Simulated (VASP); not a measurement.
# PbF2 (Fm-3m) in VASP: notebook, part 2 of 2

VASP 6.6.1.

### 4 Single point, BLYP

This run uses another cell than the first one, of 18.56 Å³/atom.

INCAR

```
AGGAC    = 1.0          
AGGAX    = 1.0          
ALDAC    = 0.0          
ALDAX    = 1.0          
ALGO     = Normal         # electronic algorithm
EDIFF    = 1E-6           # SCF threshold, eV
ENCUT    = 600            # plane-wave cutoff, eV
GGA      = B5             # functional
GGA_COMPAT= False        
ISIF     = 2              # what is computed and relaxed
ISMEAR   = -1             # smearing method
LASPH    = True           # aspherical terms in the spheres
LCHARG   = False          # write CHGCAR
LREAL    = False          # projectors in reciprocal space
LWAVE    = False          # write WAVECAR
NBANDS   = 21             # bands
NELM     = 120            # most SCF steps
PREC     = Accurate       # precision mode
SIGMA    = 0.05           # smearing width, eV
```

KPOINTS

```
k-points
0
Gamma
  8 8 8
```

POSCAR

```
PbF2
1.0
    0.0000000000      3.0308871649      3.0308871649
    3.0308871649      0.0000000000      3.0308871649
    3.0308871649      3.0308871649      0.0000000000
Pb F
1 2
Direct
    0.0000000000      0.0000000000      0.0000000000
    0.7500000000      0.7500000000      0.7500000000
    0.2500000000      0.2500000000      0.2500000000
```

Potentials or basis: VASP PAW PBE potentials, release 64 (Pb_d, F).

Command:

```console
$ cat potpaw_PBE.64/Pb_d/POTCAR potpaw_PBE.64/F/POTCAR > POTCAR
$ mpirun -np 1 vasp_std > vasp.out
```

OUTCAR:

```text
EDIFF = 1E-6
   ENCUT = 600
   GGA = B5
   ISIF = 2
   ISMEAR = -1
   LASPH = True
   LREAL = False
   NELM = 120
   PREC = Accurate

 ion  position               nearest neighbor table
   1  0.000  0.000  0.000-   2 2.62   2 2.62   2 2.62   3 2.62   3 2.62   3 2.62   3 2.62   2 2.62

   2  0.750  0.750  0.750-   1 2.62   1 2.62   1 2.62   1 2.62
   3  0.250  0.250  0.250-   1 2.62   1 2.62   1 2.62   1 2.62

  LATTYP: Found a face centered cubic cell.
 ALAT       =     6.0617743298

  Lattice vectors:

 A1 = (   0.0000000000,   3.0308871649,   3.0308871649)
 A2 = (   3.0308871649,   0.0000000000,   3.0308871649)
 A3 = (   3.0308871649,   3.0308871649,   0.0000000000)

Analysis of symmetry for initial positions (statically):
=====================================================================
 Subroutine PRICEL returns:
 Original cell was already a primitive cell.

 Routine SETGRP: Setting up the symmetry group for a
 face centered cubic supercell.

 Subroutine GETGRP returns: Found 48 space group operations
 (whereof 48 operations were pure point group operations)
 out of a pool of 48 trial point group operations.

The static configuration has the point symmetry O_h .

Analysis of symmetry for dynamics (positions and initial velocities):
=====================================================================
 Subroutine PRICEL returns:
 Original cell was already a primitive cell.

 Routine SETGRP: Setting up the symmetry group for a
 face centered cubic supercell.

 Subroutine GETGRP returns: Found 48 space group operations
 (whereof 48 operations were pure point group operations)
 out of a pool of 48 trial point group operations.

The dynamic configuration has the point symmetry O_h .

 Subroutine INISYM returns: Found 48 space group operations
 (whereof 48 operations are pure point group operations),
 and found     1 'primitive' translations

----------------------------------------------------------------------------------------

                                     Primitive cell

  volume of cell :      55.6851

  direct lattice vectors                    reciprocal lattice vectors
     0.000000000  3.030887165  3.030887165    -0.164968200  0.164968200  0.164968200
     3.030887165  0.000000000  3.030887165     0.164968200 -0.164968200  0.164968200
     3.030887165  3.030887165  0.000000000     0.164968200  0.164968200 -0.164968200

  length of vectors
     4.286321735  4.286321735  4.286321735     0.285733304  0.285733304  0.285733304

  position of ions in fractional coordinates (direct lattice)
     0.000000000  0.000000000  0.000000000
     0.750000000  0.750000000  0.750000000
     0.250000000  0.250000000  0.250000000

  ion indices of the primitive-cell ions
   primitive index   ion index
                 1           1
                 2           2
                 3           3

----------------------------------------------------------------------------------------

 KPOINTS: k-points

Automatic generation of k-mesh.
 Grid dimensions read from file:
 generate k-points for:    8    8    8

 Generating k-lattice:

  Cartesian coordinates                     Fractional coordinates (reciprocal lattice)
    -0.020621025  0.020621025  0.020621025     0.125000000  0.000000000  0.000000000
     0.020621025 -0.020621025  0.020621025     0.000000000  0.125000000  0.000000000
     0.020621025  0.020621025 -0.020621025     0.000000000  0.000000000  0.125000000

  Length of vectors
     0.035716663  0.035716663  0.035716663

  Shift w.r.t. Gamma in fractional coordinates (k-lattice)
     0.000000000  0.000000000  0.000000000

 Subroutine IBZKPT returns following result:
 ===========================================

 Found     29 irreducible k-points:

 Following reciprocal coordinates:
            Coordinates               Weight
  0.000000  0.000000  0.000000      1.000000
  0.125000  0.000000  0.000000      8.000000
  0.250000  0.000000  0.000000      8.000000
  0.375000  0.000000  0.000000      8.000000
  0.500000  0.000000  0.000000      4.000000
  0.125000  0.125000  0.000000      6.000000
[... 16 lines left out ...]
  0.500000  0.250000  0.125000     48.000000
 -0.375000  0.250000  0.125000     24.000000
 [... further k-points ...]
   k-points           NKPTS =     29   k-points in BZ     NKDIM =     29   number of bands    NBANDS=     21
   number of dos      NEDOS =    301   number of ions     NIONS =      3
   total plane-waves  NPLWV =  46656
   dimension x,y,z NGX =    36 NGY =   36 NGZ =   36
   dimension x,y,z NGXF=    72 NGYF=   72 NGZF=   72
   ions per type =               1   2
   NGX,Y,Z   is equivalent  to a cutoff of  13.96, 13.96, 13.96 a.u.
   NGXF,Y,Z  is equivalent  to a cutoff of  27.93, 27.93, 27.93 a.u.
 SYSTEM =  unknown system
   PREC   = accura    normal or accurate (medium, high low for compatibility)
   ISTART =      0    job   : 0-new  1-cont  2-samecut
   ICHARG =      2    charge: 1-file 2-atom 10-const
   ISPIN  =      1    spin polarized calculation?
   LNONCOLLINEAR =      F non collinear calculations
   LSORBIT =      F    spin-orbit coupling
   LASPH  =      T    aspherical Exc in radial PAW
   ENCUT  =  600.0 eV  44.10 Ry    6.64 a.u.   8.56  8.56  8.56*2*pi/ulx,y,z
   NELM   =    120;   NELMIN=  2; NELMDL= -5     # of ELM steps
   EDIFF  = 0.1E-05   stopping-criterion for ELM
   LREAL  =      F    real-space projection
   EDIFFG = 0.1E-04   stopping-criterion for IOM
   NSW    =      0    number of steps for IOM
   IBRION =     -1    ionic relax: 0-MD 1-quasi-New 2-CG
   NFREE  =      0    steps in history (QN), initial steepest desc. (CG)
   ISIF   =      2    stress and relaxation
   ISYM   =      2    0-nonsym 1-usesym 2-fastsym
   POTIM  = 0.5000    time-step for ionic-motion
   TEBEG  =    0.0;   TEEND  =   0.0 temperature during run
   PSTRESS=    0.0 pullay stress
   NELECT =      28.0000    total number of electrons
   NUPDOWN=      -1.0000    fix difference up-down
   EMIN   =  10.00;   EMAX   =-10.00  energy-range for DOS
   EFERMI =   0.00;   METHOD = LEGACY
   ISMEAR =    -1;   SIGMA  =   0.05  broadening in eV -4-tet -1-fermi 0-gaus
   EFERMI_NEDOS =   21; number of points for ismear=-14 and -15
   IALGO  =     38    algorithm
   IMIX   =      4    mixing-type and parameters
     AMIX     =   0.40;   BMIX     =  1.00
     AMIX_MAG =   1.60;   BMIX_MAG =  1.00
  volume/ion in A,a.u.               =      18.56       125.26
  Fermi-wavevector in a.u.,A,eV,Ry     =   1.301810  2.460065 23.057934  1.694710
  Thomas-Fermi vector in A             =   2.432920
   LORBIT       =      0    0 simple, 1 ext, 2 COOP (PROOUT), +10 PAW based schemes
   GGA     = B5    functional components
   LHFCALC =     F    Hartree Fock is set to
   AEXX    =    0.0000 exact exchange contribution
   IVDW    =     0    specifies the selected vdW correction
   LEPSILON=     F    determine dielectric tensor
   LRPA    =     F    only Hartree local field effects (RPA)
 non-spin polarized calculation
  energy-cutoff  :      600.00
  volume of cell :       55.69
 maximum number of plane-waves:      1880
 NGX is ok and might be reduce to    36
   NGX = 17   NGY = 17   NGZ = 17

 number of electron      27.9999990 magnetization

 Free energy of the ion-electron system (eV)
  ---------------------------------------------------
  ext. energy  EPLUGINS =         0.00000000
  ---------------------------------------------------
  free energy    TOTEN  =       -13.87935553 eV

  energy without entropy =      -13.87935553  energy(sigma->0) =      -13.87935553

 E-fermi :   2.5728     XC(G=0):  -8.8001

 val. band max:        1.3258097095   @ k =   0.5000   0.0000   0.0000
 cond. band min:       5.7937490786   @ k =   0.5000   0.5000   0.0000
 fundamental gap:      4.4679393691
 Fermi energy:         2.5727686568

 k-point     1 :       0.0000    0.0000    0.0000
  band No.  band energies     occupation
      1     -19.1386      2.00000
      2     -18.6240      2.00000
      3     -12.9281      2.00000
      4     -12.9281      2.00000
      5     -12.9281      2.00000
      6     -12.8916      2.00000
[... 13 lines left out ...]
     20      16.4386      0.00000
     21      18.4831      0.00000

 k-point     2 :       0.1250    0.0000    0.0000
  band No.  band energies     occupation
      1     -19.1137      2.00000
      2     -18.6464      2.00000
      3     -12.9236      2.00000
      4     -12.9236      2.00000
      5     -12.9037      2.00000
      6     -12.8914      2.00000
[... 520 lines left out ...]
 k-point    24 :      -0.3750    0.2500    0.1250
  band No.  band energies     occupation
      1     -18.8811      2.00000
      2     -18.8518      2.00000
      3     -12.9063      2.00000
      4     -12.8997      2.00000
      5     -12.8701      2.00000
      6     -12.8446      2.00000
[... 13 lines left out ...]
     20      17.0300      0.00000
     21      17.6504      0.00000

 [... further k-points ...]
[... 5 lines left out ...]
  --------------------------------------------------------------------------------------
  -------------------------------------------------------------------------------------
  Total        0.0094072      0.0094072      0.0094072      0.0000000      0.0000000     -0.0000000
  in kB        0.2706634      0.2706634      0.2706634      0.0000000      0.0000000     -0.0000000
  external PRESSURE =       0.2706634 kB  Pullay stress =       0.0000000 kB

 VOLUME and BASIS-vectors are now :
 -----------------------------------------------------------------------------
  energy-cutoff  :      600.00
  volume of cell :       55.69
      direct lattice vectors                 reciprocal lattice vectors
     0.000000000  3.030887165  3.030887165    -0.164968200  0.164968200  0.164968200
     3.030887165  0.000000000  3.030887165     0.164968200 -0.164968200  0.164968200
     3.030887165  3.030887165  0.000000000     0.164968200  0.164968200 -0.164968200

 POSITION                                       TOTAL-FORCE (eV/Angst)
 -----------------------------------------------------------------------------------
      0.00000      0.00000      0.00000         0.000000     -0.000000     -0.000000
      4.54633      4.54633      4.54633        -0.000000     -0.000000     -0.000000
      1.51544      1.51544      1.51544         0.000000      0.000000      0.000000
 -----------------------------------------------------------------------------------
    total drift:                                0.000000      0.000000      0.000000

  FREE ENERGIE OF THE ION-ELECTRON SYSTEM (eV)
  ---------------------------------------------------
  free  energy   TOTEN  =       -13.8793555276 eV

  energy  without entropy=      -13.8793555276  energy(sigma->0) =      -13.87935553
```

It took 38 s on 1 thread of Intel Xeon Platinum 8375C at 2.90GHz (Ice Lake), shared host; peak memory 0.22 GiB.

What came out:

```
Free energy            : -13.8794 eV
Pressure               : 0.0 GPa
Band gap on the k mesh : 4.47 eV (least direct gap 4.61 eV)
```

Levels at points of the mesh, in eV from the valence-band top:
```
           k point  band 10  band 11  band 12  band 13  band 14  band 15  band 16  band 17  band 18  band 19
(0.00, 0.00, 0.00)    -2.06    -2.06    -1.59    -1.59    -1.59     6.70     6.70     6.70    10.58    15.11
(0.50, 0.00, 0.00)    -2.22    -2.22    -1.76    -1.76     0.00     5.06     7.46     7.46    13.21    13.67
(0.50, 0.50, 0.00)    -3.01    -1.22    -1.22    -1.21    -0.14     4.47     7.65     7.65     9.18    14.04
```

Caveat: the PAW data sets were made with another functional, which shifts forces and pressure a little; spin-orbit coupling is left out, which moves the levels of the heavy elements.

### 5 Single point, RPBE

This run uses another cell than the first one, of 18.90 Å³/atom.

INCAR

```
SYSTEM = PbF2
  PREC = Accurate
  ENCUT = 600
  EDIFF = 1E-6
  ISMEAR = -1
  SIGMA = 0.05
  LREAL = .False.
  LASPH = .True.
  NELM = 120
  ALGO = Normal
  ISIF = 2
  LWAVE = .False.
  LCHARG = .True.
  GGA = RP
  LELF = .True.
  LVHAR = .True.
  NBANDS = 21
  GGA_COMPAT = .False.
```

KPOINTS

```
regular mesh
0
Gamma
  8 8 8
  0 0 0
```

POSCAR

```
PbF2
1.0
    0.0000000000      3.0489975379      3.0489975379
    3.0489975379      0.0000000000      3.0489975379
    3.0489975379      3.0489975379      0.0000000000
Pb F
1 2
Direct
    0.0000000000      0.0000000000      0.0000000000
    0.7500000000      0.7500000000      0.7500000000
    0.2500000000      0.2500000000      0.2500000000
```

Command:

```console
$ cat potpaw_PBE.64/Pb_d/POTCAR potpaw_PBE.64/F/POTCAR > POTCAR
$ mpirun -np 1 vasp_std > vasp.out
```

Wall time 32 s (1 thread of Intel Xeon Platinum 8375C at 2.90GHz (Ice Lake), shared host); peak memory 0.21 GiB.

It converged, with:

- Free energy: -13.5561 eV
- Pressure: -0.2 GPa
- Band gap on the k mesh: 4.52 eV (least direct gap 4.67 eV)

Levels at points of the mesh, in eV from the valence-band top:
| k point | band 10 | band 11 | band 12 | band 13 | band 14 | band 15 | band 16 | band 17 | band 18 | band 19 |
| --- | --- | --- | --- | --- | --- | --- | --- | --- | --- | --- |
| (0.00, 0.00, 0.00) | -1.95 | -1.95 | -1.49 | -1.49 | -1.49 | 6.74 | 6.74 | 6.74 | 10.69 | 15.15 |
| (0.50, 0.00, 0.00) | -2.10 | -2.10 | -1.65 | -1.65 | 0.00 | 5.14 | 7.45 | 7.45 | 13.34 | 13.81 |
| (0.50, 0.50, 0.00) | -2.86 | -1.13 | -1.13 | -1.12 | -0.15 | 4.52 | 7.65 | 7.65 | 9.43 | 14.01 |

Caveat: the PAW data sets were made with another functional, which shifts forces and pressure a little; spin-orbit coupling is left out, which moves the levels of the heavy elements. Expect the measured gap to be larger: semilocal functionals such as RPBE lack the derivative discontinuity.

### 6 Overview

```csv
level,cell,gap on the mesh (eV),pressure (GPa)
PBEsol,"a = 4.171 Å, angles 60.0°, 3 atoms",4.30,-0.2
PBE,"a = 4.243 Å, angles 60.0°, 3 atoms",4.42,-0.2
BLYP,"a = 4.286 Å, angles 60.0°, 3 atoms",4.47,0.0
RPBE,"a = 4.312 Å, angles 60.0°, 3 atoms",4.52,-0.2
```

Alike in all rows: task single point; potentials or basis VASP PAW PBE potentials, release 64 (Pb_d, F); no spin polarisation; k mesh 8 × 8 × 8; cutoff (eV) 600; smearing fermi-dirac 0.05 eV.

Caveats: spin-orbit coupling is left out, which moves the levels of the heavy elements; the PAW data sets were made with another functional, which shifts forces and pressure a little (at least some runs).

Total energies depend on the potentials used, so only differences within one code and one set of settings carry meaning.
